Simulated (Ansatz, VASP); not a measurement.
# Hg: VASP beside Ansatz

INCAR

```
SYSTEM = Hg
PREC = Accurate ; ENCUT = 520
EDIFF = 1E-6 ; ISMEAR = -1
SIGMA = 0.1 ; LREAL = .False.
LASPH = .True. ; NELM = 100
ALGO = Normal ; ISIF = 2
LWAVE = .False. ; LCHARG = .False.
GGA = PE ; NBANDS = 12
```

The input KPOINTS:

```
regular mesh
0
Gamma
  17 17 17
  0 0 0
```

The input POSCAR:

```
Hg
1.0
    2.0783995336      1.1999645302      1.9747385792
   -2.0783995336      1.1999645302      1.9747385792
    0.0000000000     -2.3999290604      1.9747385791
Hg
1
Direct
    0.0000000000      1.0000000000      0.0000000000
```

Input for Ansatz:

```yaml
crystal:
  lattice:
    - [2.0783995336, 1.1999645302, 1.9747385792]
    - [-2.0783995336, 1.1999645302, 1.9747385792]
    - [0.0, -2.3999290604, 1.9747385791]
  atoms:
    - { symbol: Hg, position: [0.0, 1.0, 0.0] }
hamiltonian:
  xc: pbe
  pseudopotentials:
    kind: paw
    azcp:
      Hg: "pseudopotentials/Hg.paw.azcp"
basis:
  ecutwfc: 420
  fft_grid_basis: typed
kpoints:
  mp_grid: { grid: [17, 17, 17], shift: [0, 0, 0] }
magnetization:
  spin_polarized: false
scf:
  occupations: { method: fermi_dirac, width: 0.1 }
output:
  stress: true
```

Alike in both runs: task single point; functional PBE; k mesh 17 × 17 × 17; occupations fermi-dirac, width 0.1 eV; no spin polarisation.

```csv
,VASP,Ansatz
version,VASP 6.6.1,Ansatz 0.2.0
potentials or method,"VASP PAW PBE potentials, release 64 (Hg), cutoff 520 eV","plane waves (420 eV) with PAW, scalar-relativistic"
valence electrons in the cell,12,20
```

```tsv
	VASP	Ansatz	Ansatz less VASP
pressure (GPa)	0.2	0.0	-0.17
```

VASP's potentials hold 12 valence electrons a cell and Ansatz's 20, so a difference there can come from the potentials and not from the codes.

Neither program's run includes spin-orbit coupling.
